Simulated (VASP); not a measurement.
Here is a VASP 6.6.1 calculation.

Contents of INCAR:

```
SYSTEM = Ga4SbAs3
PREC = Accurate ; ENCUT = 520
EDIFF = 1E-6 ; ISMEAR = 0
SIGMA = 0.1 ; LREAL = .False.
LASPH = .True. ; NELM = 100
ALGO = Normal ; ISIF = 2
LWAVE = .False. ; LCHARG = .True.
GGA = PE ; LELF = .True.
LVHAR = .True. ; NBANDS = 46
```

The input KPOINTS:

```
regular mesh
0
Gamma
  6 6 6
  0 0 0
```

POSCAR

```
Ga4SbAs3
1.0
    5.8676540000      0.0000000000      0.0000000000
    0.0000000000      5.8676540000      0.0000000000
    0.0000000000      0.0000000000      5.8676540000
Ga Sb As
4 1 3
Direct
    0.2417920000      0.7582080000      0.7582080000
    0.2417920000      0.2417920000      0.2417920000
    0.7582080000      0.7582080000      0.2417920000
    0.7582080000      0.2417920000      0.7582080000
    0.5000000000      0.5000000000      0.5000000000
    0.0000000000      0.5000000000      0.0000000000
    0.0000000000      0.0000000000      0.5000000000
    0.5000000000      0.0000000000      0.0000000000
```

Potentials or basis: VASP PAW PBE potentials, release 64 (Ga_d, Sb, As).

Launch:

```sh
$ cat potpaw_PBE.64/Ga_d/POTCAR potpaw_PBE.64/Sb/POTCAR potpaw_PBE.64/As/POTCAR > POTCAR
$ mpirun -np 1 vasp_std > vasp.out
```

(1) Estimate the largest force.

(2) Predict the band gap on the k mesh.

(3) What does it give for the pressure?

Answers

(1) 0.005 eV/Å.

(2) zero (filled and empty bands touch).

(3) 0.1 GPa.

Caveat: spin-orbit coupling is left out, which moves the levels of the heavy elements.
